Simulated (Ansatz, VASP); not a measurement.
## One calculation of Nb, two programs

```
Nb
1.0
     3.31112    0.00000    0.00000
     0.00000    3.31112    0.00000
     1.65556   -1.65556    1.65556
Nb
1
Direct
  0.00000 0.00000 0.00000
```

Alike in both runs: task single point; functional PBE; k mesh 10 × 10 × 20; occupations gaussian, width 0.1 eV; no spin polarisation.

|  | VASP | Ansatz |
| --- | --- | --- |
| version | VASP 6.6.1 | Ansatz 0.2.0 |
| potentials or method | VASP PAW PBE potentials, release 64 (Nb_sv), cutoff 520 eV | scalar-relativistic, plane waves, PAW |
| valence electrons in the cell | 13 | 13 |

```tsv
	VASP	Ansatz	Ansatz less VASP
gap on the k mesh at the Fermi level (eV)	none	none	-
pressure (GPa)	-0.5	-0.2	+0.32
```

A gap of «none» marks a metal or a gap that the smearing closes.
